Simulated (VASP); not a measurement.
# ScAl3N4 (P1) in VASP: single point with r2SCAN

Aim: the single point of ScAl3N4 with r2SCAN.

Everything below comes from runs of VASP 6.6.1. Logs are shortened: lines on timing, memory, paths and dates and some standing lists are left out, and cuts for length are marked.

**1. The cell of the first run**

The typed cell holds 16 atoms: a = 5.578 Å, b = 5.902 Å, c = 6.513 Å, α = 106.01°, β = 89.96°, γ = 118.12°.

**2. Single point, r2SCAN (atoms moved along the polar distortion)**

POSCAR reads:

```
ScAl3N4
1.0
    4.8313218619     -2.7871272297     -0.0047338817
   -3.2260085570     -0.0174647845     -4.9426776899
    3.2583463650      5.6391541739     -0.0013494639
Sc Al N
2 6 8
Direct
    0.3527382741      0.0418714163      0.0052111839
    0.9423080603      0.5346148877      0.1354204773
    0.8327768832      0.0099538620      0.2578677167
    0.3431474622      0.0186097490      0.5094605183
    0.8469513833      0.0198510691      0.7488141388
    0.4187740377      0.5116756043      0.3877287215
    0.9260125916      0.5162831705      0.6287856101
    0.4272061363      0.5268796712      0.8723433150
    0.6032422343      0.5828964394      0.1482314571
    0.1432276001      0.6016405509      0.4171391181
    0.6387047738      0.5987786742      0.6464999711
    0.1375021038      0.5999888086      0.8852757819
    0.7354394011      0.0895423894      0.0223842248
    0.1999466405      0.0851748932      0.2863956479
    0.7105694072      0.0960142699      0.5236463235
    0.2134530106      0.1102245445      0.7607957940
```

INCAR.step1 reads:

```
SYSTEM = ScAl3N4
PREC = Accurate
ENCUT = 520
ISMEAR = 0
SIGMA = 0.01
LREAL = Auto
LASPH = .True.
NELM = 100
NBANDS = 54
GGA = PE
ALGO = Normal
EDIFF = 1E-4
LWAVE = .True.
LCHARG = .False.
```

INCAR.step2 reads:

```
SYSTEM = ScAl3N4
PREC = Accurate
ENCUT = 520
EDIFF = 1E-6
ISMEAR = 0
SIGMA = 0.01
LREAL = Auto
LASPH = .True.
NELM = 100
ALGO = Normal
ISIF = 2
LWAVE = .False.
LCHARG = .False.
METAGGA = R2SCAN
LMIXTAU = .True.
NBANDS = 54
ISTART = 1
```

KPOINTS reads:

```
Automatic mesh
0
Gamma
  6 6 4
  0 0 0
```

Potentials or basis: VASP PAW PBE potentials, release 64 (Sc_sv, Al, N).

The run is started by

```
$ cat potpaw_PBE.64/Sc_sv/POTCAR potpaw_PBE.64/Al/POTCAR potpaw_PBE.64/N/POTCAR > POTCAR
$ cp INCAR.step1 INCAR
$ mpirun -np 1 vasp_std > vasp.out
$ cp INCAR.step2 INCAR
$ mpirun -np 1 vasp_std > vasp.out
```

OUTCAR:

```text
SYSTEM = ScAl3N4
   PREC = Accurate
   ENCUT = 520
   EDIFF = 1E-6
   ISMEAR = 0
   LREAL = Auto
   LASPH = .True.
   NELM = 100
   ISIF = 2
   METAGGA = R2SCAN
   ISTART = 1

 ion  position               nearest neighbor table
   1  0.353  0.042  0.005-  16 1.99  13 2.02  14 2.02  12 2.19   6 3.04   8 3.06   2 3.10   2 3.14
                             8 3.15   7 3.19   4 3.19   5 3.21   3 3.25   5 3.26   3 3.29   4 3.32
   2  0.942  0.535  0.135-  12 1.98  10 1.99   9 2.04  13 2.20   4 3.04   3 3.04   1 3.10   1 3.14
                             5 3.18   3 3.19   6 3.20   8 3.21   7 3.24   7 3.27   6 3.31   8 3.32
   3  0.833  0.010  0.258-  13 1.87  14 1.88  15 1.89   9 2.11   2 3.04   8 3.09   7 3.10   6 3.11
                             6 3.11   5 3.18   2 3.19   4 3.20   1 3.25   4 3.26   1 3.29   5 3.33
   4  0.343  0.019  0.509-  16 1.84  15 1.87  14 1.87  10 2.06   2 3.04   6 3.06   7 3.09   8 3.09
                             7 3.09   6 3.10   5 3.18   1 3.19   3 3.20   5 3.21   3 3.26   1 3.32
   5  0.847  0.020  0.749-  16 1.85  13 1.89  15 1.90  11 2.08   7 3.07   8 3.08   7 3.10   6 3.10
                             8 3.10   4 3.18   2 3.18   3 3.18   1 3.21   4 3.21   1 3.26   3 3.33
   6  0.419  0.512  0.388-  10 1.84  11 1.88   9 1.90  14 2.11   1 3.04   4 3.06   5 3.10   4 3.10
                             3 3.11   3 3.11   8 3.13   7 3.17   2 3.20   7 3.22   2 3.31
   7  0.926  0.516  0.629-  12 1.85  10 1.85  11 1.88  15 2.08   5 3.07   4 3.09   4 3.09   3 3.10
                             5 3.10   6 3.17   8 3.18   1 3.19   8 3.22   6 3.22   2 3.24   2 3.27
   8  0.427  0.527  0.872-  12 1.86  11 1.90   9 1.92  16 2.06   1 3.06   5 3.08   3 3.09   4 3.09
                             5 3.10   6 3.13   1 3.15   7 3.18   2 3.21   7 3.22   2 3.32
   9  0.603  0.583  0.148-   6 1.90   8 1.92   2 2.04   3 2.11
  10  0.143  0.602  0.417-   6 1.84   7 1.85   2 1.99   4 2.06
  11  0.639  0.599  0.646-   7 1.88   6 1.88   8 1.90   5 2.08
  12  0.138  0.600  0.885-   7 1.85   8 1.86   2 1.98   1 2.19
  13  0.735  0.090  0.022-   3 1.87   5 1.89   1 2.02   2 2.20
  14  0.200  0.085  0.286-   4 1.87   3 1.88   1 2.02   6 2.11
  15  0.711  0.096  0.524-   4 1.87   3 1.89   5 1.90   7 2.08
  16  0.213  0.110  0.761-   4 1.84   5 1.85   1 1.99   8 2.06

  LATTYP: Found a triclinic cell.
 ALAT       =     5.9023299615
 B/A-ratio  =     0.9449850251
 C/A-ratio  =     1.1034328000
 COS(alpha) =     0.0006905867
 COS(beta)  =     0.2758334669
 COS(gamma) =     0.4712448337

  Lattice vectors:

 A1 = (   3.2260085570,   0.0174647845,   4.9426776899)
 A2 = (   4.8313218619,  -2.7871272297,  -0.0047338817)
 A3 = (   3.2583463650,   5.6391541739,  -0.0013494639)

Analysis of symmetry for initial positions (statically):
=====================================================================
 Subroutine PRICEL returns:
 Original cell was already a primitive cell.

 Routine SETGRP: Setting up the symmetry group for a
 triclinic supercell.

 Subroutine GETGRP returns: Found  1 space group operations
 (whereof  1 operations were pure point group operations)
 out of a pool of  2 trial point group operations.

The static configuration has the point symmetry C_1 .

Analysis of symmetry for dynamics (positions and initial velocities):
=====================================================================
 Subroutine PRICEL returns:
 Original cell was already a primitive cell.

 Routine SETGRP: Setting up the symmetry group for a
 triclinic supercell.

 Subroutine GETGRP returns: Found  1 space group operations
 (whereof  1 operations were pure point group operations)
 out of a pool of  2 trial point group operations.

The dynamic configuration has the point symmetry C_1 .

 Subroutine INISYM returns: Found  1 space group operations
 (whereof  1 operations are pure point group operations),
 and found     1 'primitive' translations

----------------------------------------------------------------------------------------

                                     Primitive cell

  volume of cell :     179.6458

  direct lattice vectors                    reciprocal lattice vectors
     4.831321862 -2.787127230 -0.004733882     0.155152796 -0.089672628 -0.100948952
    -3.226008557 -0.017464785 -4.942677690    -0.000169535  0.000049569 -0.202209006
     3.258346365  5.639154174 -0.001349464     0.076683064  0.133011409 -0.050519830

  length of vectors
     5.577613427  5.902329962  6.512824476     0.205679997  0.202209084  0.161631001

  position of ions in fractional coordinates (direct lattice)
     0.352738274  0.041871416  0.005211184
     0.942308060  0.534614888  0.135420477
     0.832776883  0.009953862  0.257867717
[... 44 lines left out ...]
     0.025858799 -0.014945438 -0.016824825     0.166666667  0.000000000 -0.000000000
    -0.000028256  0.000008262 -0.033701501     0.000000000  0.166666667  0.000000000
     0.019170766  0.033252852 -0.012629958    -0.000000000 -0.000000000  0.250000000

  Length of vectors
     0.034280000  0.033701514  0.040407750

  Shift w.r.t. Gamma in fractional coordinates (k-lattice)
     0.000000000  0.000000000  0.000000000

 Subroutine IBZKPT returns following result:
 ===========================================

 Found     76 irreducible k-points:

 Following reciprocal coordinates:
            Coordinates               Weight
  0.000000  0.000000  0.000000      1.000000
  0.166667 -0.000000 -0.000000      2.000000
  0.333333 -0.000000  0.000000      2.000000
  0.500000  0.000000  0.000000      1.000000
  0.000000  0.166667 -0.000000      2.000000
  0.166667  0.166667 -0.000000      2.000000
[... 16 lines left out ...]
  0.333333 -0.000000  0.250000      2.000000
  0.500000  0.000000  0.250000      2.000000
 [... further k-points ...]
   k-points           NKPTS =     76   k-points in BZ     NKDIM =     76   number of bands    NBANDS=     54
   number of dos      NEDOS =    301   number of ions     NIONS =     16
   total plane-waves  NPLWV =  96768
   dimension x,y,z NGX =    42 NGY =   48 NGZ =   48
   dimension x,y,z NGXF=    84 NGYF=   96 NGZF=   96
   ions per type =               2   6   8
   NGX,Y,Z   is equivalent  to a cutoff of  12.52, 13.52, 12.25 a.u.
   NGXF,Y,Z  is equivalent  to a cutoff of  25.04, 27.04, 24.50 a.u.
 SYSTEM =  ScAl3N4
   PREC   = accura    normal or accurate (medium, high low for compatibility)
   ISTART =      1    job   : 0-new  1-cont  2-samecut
   ICHARG =      0    charge: 1-file 2-atom 10-const
   ISPIN  =      1    spin polarized calculation?
   LNONCOLLINEAR =      F non collinear calculations
   LSORBIT =      F    spin-orbit coupling
   LASPH  =      T    aspherical Exc in radial PAW
   ENCUT  =  520.0 eV  38.22 Ry    6.18 a.u.  10.37 10.97 12.11*2*pi/ulx,y,z
   NELM   =    100;   NELMIN=  2; NELMDL=  0     # of ELM steps
   EDIFF  = 0.1E-05   stopping-criterion for ELM
   LREAL  =      T    real-space projection
   EDIFFG = 0.1E-04   stopping-criterion for IOM
   NSW    =      0    number of steps for IOM
   IBRION =     -1    ionic relax: 0-MD 1-quasi-New 2-CG
   NFREE  =      0    steps in history (QN), initial steepest desc. (CG)
   ISIF   =      2    stress and relaxation
   ISYM   =      2    0-nonsym 1-usesym 2-fastsym
   POTIM  = 0.5000    time-step for ionic-motion
   TEBEG  =    0.0;   TEEND  =   0.0 temperature during run
   PSTRESS=    0.0 pullay stress
   NELECT =      80.0000    total number of electrons
   NUPDOWN=      -1.0000    fix difference up-down
   EMIN   =  10.00;   EMAX   =-10.00  energy-range for DOS
   EFERMI =   0.00;   METHOD = LEGACY
   ISMEAR =     0;   SIGMA  =   0.01  broadening in eV -4-tet -1-fermi 0-gaus
   EFERMI_NEDOS =   21; number of points for ismear=-14 and -15
   IALGO  =     38    algorithm
   IMIX   =      4    mixing-type and parameters
     AMIX     =   0.40;   BMIX     =  1.00
     AMIX_MAG =   1.60;   BMIX_MAG =  1.00
  volume/ion in A,a.u.               =      11.23        75.77
  Fermi-wavevector in a.u.,A,eV,Ry     =   1.250161  2.362461 21.264567  1.562902
  Thomas-Fermi vector in A             =   2.384168
   LORBIT       =      0    0 simple, 1 ext, 2 COOP (PROOUT), +10 PAW based schemes
   METAGGA = R2SCAN    functional components
   LHFCALC =     F    Hartree Fock is set to
   AEXX    =    0.0000 exact exchange contribution
   IVDW    =     0    specifies the selected vdW correction
   LEPSILON=     F    determine dielectric tensor
   LRPA    =     F    only Hartree local field effects (RPA)
 non-spin polarized calculation
 Gauss-broadening in eV      SIGMA  =   0.01
  energy-cutoff  :      520.00
  volume of cell :      179.65
 maximum number of plane-waves:      4860
 NGX is ok and might be reduce to    42
   NGX = 21   NGY = 21   NGZ = 25

 number of electron      80.0000000 magnetization

 Free energy of the ion-electron system (eV)
  ---------------------------------------------------
  ext. energy  EPLUGINS =         0.00000000
  ---------------------------------------------------
  free energy    TOTEN  =      -162.20954984 eV

  energy without entropy =     -162.20954984  energy(sigma->0) =     -162.20954984

 E-fermi :   5.6407     XC(G=0): -11.4262

 val. band max:        5.5890483813   @ k =   0.0000   0.0000   0.0000
 cond. band min:       9.0289323015   @ k =   0.0000  -0.3333   0.2500
 fundamental gap:      3.4398839202
 Fermi energy:         5.6407041230

 k-point     1 :       0.0000    0.0000    0.0000
  band No.  band energies     occupation
      1     -43.5429      2.00000
      2     -43.4919      2.00000
      3     -21.5718      2.00000
      4     -21.4255      2.00000
      5     -21.4031      2.00000
      6     -21.3840      2.00000
[... 1309 lines left out ...]
     51      12.5374      0.00000
     52      13.0238      0.00000

 [... further k-points ...]

 [bands above 52 left out]

------------------------ aborting loop because EDIFF is reached ----------------------------------------

  FORCE on cell =-STRESS in cart. coord.  units (eV):
  Direction    XX          YY          ZZ          XY          YZ          ZX
  --------------------------------------------------------------------------------------
  -------------------------------------------------------------------------------------
  Total        7.0333585      6.5391124    -10.0369970     -0.5161878      0.3712945     -0.0422514
  in kB       62.7272596     58.3193086    -89.5153171     -4.6036395      3.3114030     -0.3768208
  external PRESSURE =      10.5104170 kB  Pullay stress =       0.0000000 kB

 VOLUME and BASIS-vectors are now :
 -----------------------------------------------------------------------------
  energy-cutoff  :      520.00
  volume of cell :      179.65
      direct lattice vectors                 reciprocal lattice vectors
     4.831321862 -2.787127230 -0.004733882     0.155152796 -0.089672628 -0.100948952
    -3.226008557 -0.017464785 -4.942677690    -0.000169535  0.000049569 -0.202209006
     3.258346365  5.639154174 -0.001349464     0.076683064  0.133011409 -0.050519830

 POSITION                                       TOTAL-FORCE (eV/Angst)
 -----------------------------------------------------------------------------------
      1.58609     -0.95447     -0.20863        -0.021894      0.050160      0.662741
      3.26917     -1.87201     -2.64707        -0.024405      0.109974      0.612286
      4.83152     -0.86707     -0.05349         0.084127      0.067596      0.842864
      3.25782      1.91621     -0.09429        -0.105408     -0.050364      1.152282
      6.46775      1.86177     -0.10314        -0.113357     -0.038874      1.059356
      1.63592      1.01035     -2.53155         0.071620     -0.032182      0.844000
[... 8 lines left out ...]
      4.82947      0.97080     -0.47864         0.018800      0.032419     -1.112132
      3.15461      3.69340     -0.54684        -0.819630     -0.518067     -1.318031
 -----------------------------------------------------------------------------------
    total drift:                                0.006372     -0.002735     -0.005685

  FREE ENERGIE OF THE ION-ELECTRON SYSTEM (eV)
  ---------------------------------------------------
  free  energy   TOTEN  =      -162.2095498386 eV

  energy  without entropy=     -162.2095498386  energy(sigma->0) =     -162.20954984
```

Run time: 60 min. Hardware: 1 thread of Oxide Virtual Turin-like, shared host; peak memory 0.58 GiB.

Results:

| Property | Result |
| --- | --- |
| Free energy | -162.2095 eV |
| Pressure | 1.1 GPa |
| Largest force | 1.636 eV/Å |
| Band gap on the k mesh | 3.44 eV (least direct gap 3.71 eV) |

Forces in eV/Å, atoms in the order of the input:
```
Sc  -0.022  0.050  0.663
Sc  -0.024  0.110  0.612
Al   0.084  0.068  0.843
Al  -0.105 -0.050  1.152
Al  -0.113 -0.039  1.059
Al   0.072 -0.032  0.844
Al   0.058 -0.047  1.168
Al   0.024 -0.070  1.062
N   -0.911  0.497 -0.668
N    0.823  0.594 -1.250
N    0.039  0.041 -1.099
N   -0.067 -1.075 -0.706
N    0.868 -0.547 -0.539
N    0.077  0.987 -0.711
N    0.019  0.032 -1.112
N   -0.820 -0.518 -1.318
```

Caveat: the cell differs from its parent crystal (atoms moved along the polar distortion); the stress differs along the axes, from -9 to 6 GPa; the PAW data sets were made with another functional, which shifts forces and pressure a little.
